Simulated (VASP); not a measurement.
Set up this calculation in VASP 6.6.1, as the native input.

```
Task                   : single point
Functional             : PBE
Potentials or basis    : VASP PAW PBE potentials, release 64 (Be, S)
Cutoff                 : 600 eV
k mesh                 : 10 × 10 × 2
Occupations            : gaussian, width 0.1 eV
Spin                   : no spin polarisation
Dipole correction      : no
Further INCAR settings : ALGO = Normal; EDIFF = 1e-06; NBANDS = 32
```

The structure of Be2S lies in POSCAR:

```
Be2S
1.0
    3.3204471270      0.0000000000      0.0000000000
    0.0000000000      3.2288415693      0.0000000000
    0.0000000000      0.0000000000     15.3311644951
Be S
8 4
Direct
    0.2449162412      0.7500000000      0.1856204507
    0.2550837588      0.2500000000      0.6856204507
    0.7550771270      0.7500000000      0.6988565446
    0.7449228730      0.2500000000      0.1988565446
    0.7449162412      0.7500000000      0.3143795493
    0.7550837588      0.2500000000      0.8143795493
    0.2449228730      0.2500000000      0.3011434554
    0.2550771270      0.7500000000      0.8011434554
    0.2550799955      0.2500000000      0.8937173858
    0.2449200045      0.7500000000      0.3937173858
    0.7550799955      0.2500000000      0.6062826142
    0.7449200045      0.7500000000      0.1062826142
```

One way to write it, as run:

INCAR

```
PREC = Accurate
ENCUT = 600
EDIFF = 1E-6
ISMEAR = 0
SIGMA = 0.1
LREAL = False
LASPH = True
NELM = 120
ALGO = Normal
ISIF = 2
LWAVE = False
LCHARG = True
GGA = PE
LELF = True
LVHAR = True
NBANDS = 32
GGA_COMPAT = False
```

KPOINTS

```
Automatic mesh
0
Gamma
  10 10 2
```

Potentials or basis: VASP PAW PBE potentials, release 64 (Be, S).

Launch:

```console
$ cat potpaw_PBE.64/Be/POTCAR potpaw_PBE.64/S/POTCAR > POTCAR
$ mpirun -np 1 vasp_std > vasp.out
```

It gave:

```yaml
Pressure: 0.7 GPa
Largest_force: 0.009 eV/Å
Band_gap_on_the_k_mesh: zero (bands 20 and 21 overlap by 2.47 eV)
```

Caveat: this functional lacks dispersion, which binds layers or chains, so the pressure and a relaxed spacing across them are unreliable.

It took 12 min on 1 thread of Oxide Virtual Turin-like Processor (shared host), peak memory 0.48 GiB.
